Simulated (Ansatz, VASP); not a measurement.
## Two plane-wave programs on Be

```xyz
2
Lattice="2.2237 0.0000 0.0000 -1.1119 1.9258 0.0000 0.0000 0.0000 3.4736" Properties=species:S:1:pos:R:3 pbc="T T T"
Be    0.0000    1.2839    0.8684
Be    1.1119    0.6419    2.6052
```

Alike in both runs: task relaxation of cell and atoms; functional PBE; dispersion D3(BJ); k mesh 21 × 21 × 12; occupations gaussian, width 0.1 eV; no spin polarisation.

```csv
,VASP,Ansatz
version,VASP 6.6.1,Ansatz 0.2.0
potentials or method,"VASP PAW PBE potentials, release 64 (Be), cutoff 600 eV","scalar-relativistic, plane waves, PAW"
valence electrons in the cell,4,4
```

```tsv
	VASP	Ansatz	Ansatz less VASP
gap on the k mesh at the Fermi level, each at its own relaxed structure (eV)	none	none	-
relaxed volume (Å³/atom)	7.44	7.43	-0.012
relaxed cell length with the largest relative difference (Å)	3.502	3.500	-0.0024
```

A gap of «none» marks a metal or a gap that the smearing closes.
